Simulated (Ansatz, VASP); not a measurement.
Two plane-wave programs on InAs

```xyz
2
Lattice="3.5507 0.0000 0.0000 0.0000 3.5507 0.0000 0.0000 0.0000 3.5507" Properties=species:S:1:pos:R:3 pbc="T T T"
In    1.7753    1.7753    1.7753
As    0.0000    0.0000    0.0000
```

Change from the starting cell: species swapped into the SmAg type (Pm-3m, No. 221).

Alike in both runs: functional PBE; k mesh 5 × 5 × 5; occupations gaussian, width 0.2 eV; no spin polarisation.

Ansatz relaxed the structure, and its values are those at the end. VASP's run is a single point on that final structure, the one shown.

|  | VASP | Ansatz |
| --- | --- | --- |
| version | VASP 6.6.1 | Ansatz 0.2.0 |
| potentials or method | VASP PAW PBE potentials, release 64 (In_d, As), cutoff 500 eV | scalar-relativistic, plane waves, PAW |
| valence electrons in the cell | 18 | 28 |

```tsv
	VASP	Ansatz	Ansatz less VASP
gap on the k mesh at the Fermi level (eV)	none	none	-
pressure (GPa)	0.5	0.5	+0.03
```

A gap of «none» marks a metal or a gap that the smearing closes. VASP's potentials hold 18 valence electrons a cell and Ansatz's 28, so a difference there can come from the potentials and not from the codes.
